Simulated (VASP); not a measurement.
Write the native input for VASP 6.6.1 that does the following.

| Item | Value |
| --- | --- |
| Task | relaxation of the atoms |
| Functional | PBE |
| Potentials or basis | VASP PAW PBE potentials, release 64 (Pt, S) |
| Cutoff | 520 eV |
| k mesh | 9 × 9 × 4 |
| Occupations | gaussian, width 0.05 eV |
| Spin | no spin polarisation |
| Dipole correction | no |
| Further INCAR settings | ALGO = Normal; EDIFF = 1e-06; IBRION = 2; EDIFFG = -0.01; NSW = 50 |

The structure of PtS2 lies in POSCAR:

```
PtS2
1.0
    3.4514000000      0.0000000000      0.0000000000
   -1.7257000000      2.9890000786      0.0000000000
    0.0000000000      0.0000000000      6.1718000000
Pt S
1 2
Direct
    0.0000000000      0.0000000000      0.0000000000
    0.3333333333      0.6666666667      0.1889525212
    0.6666666667      0.3333333333      0.8110474788
```

The input as run:

INCAR

```
SYSTEM = PtS2
ALGO     = Normal         ! electronic algorithm
EDIFF    = 1E-6           ! SCF threshold, eV
EDIFFG   = -0.01          ! ionic threshold
ENCUT    = 520            ! plane-wave cutoff, eV
GGA      = PE             ! functional
IBRION   = 2              ! ionic algorithm
ISIF     = 2              ! what is computed and relaxed
ISMEAR   = 0              ! smearing method
LASPH    = .True.         ! aspherical terms in the spheres
LCHARG   = .False.        ! write CHGCAR
LREAL    = .False.        ! projectors in reciprocal space
LWAVE    = .False.        ! write WAVECAR
NELM     = 80             ! most SCF steps
NSW      = 50             ! ionic steps
PREC     = Accurate       ! precision mode
SIGMA    = 0.05           ! smearing width, eV
```

KPOINTS

```
k-points
0
Gamma
  9 9 4
  0 0 0
```

Potentials or basis: VASP PAW PBE potentials, release 64 (Pt, S).

The run is started by

```bash
$ cat potpaw_PBE.64/Pt/POTCAR potpaw_PBE.64/S/POTCAR > POTCAR
$ mpirun -np 1 vasp_std > vasp.out
```

It gave:

The energy gained by relaxing is 80.5 meV/atom. The ionic steps are 3. The pressure after relaxing is 4.7 GPa. The band gap on the k mesh is 1.46 eV (least direct gap 1.56 eV).

Caveat: spin-orbit coupling is left out, which moves the levels of the heavy elements; this functional lacks dispersion, which binds layers or chains, so the pressure and a relaxed spacing across them are unreliable.

Wall time 85 s on 1 thread of Oxide Virtual Turin-like Processor, on a shared host, peak memory 0.18 GiB.
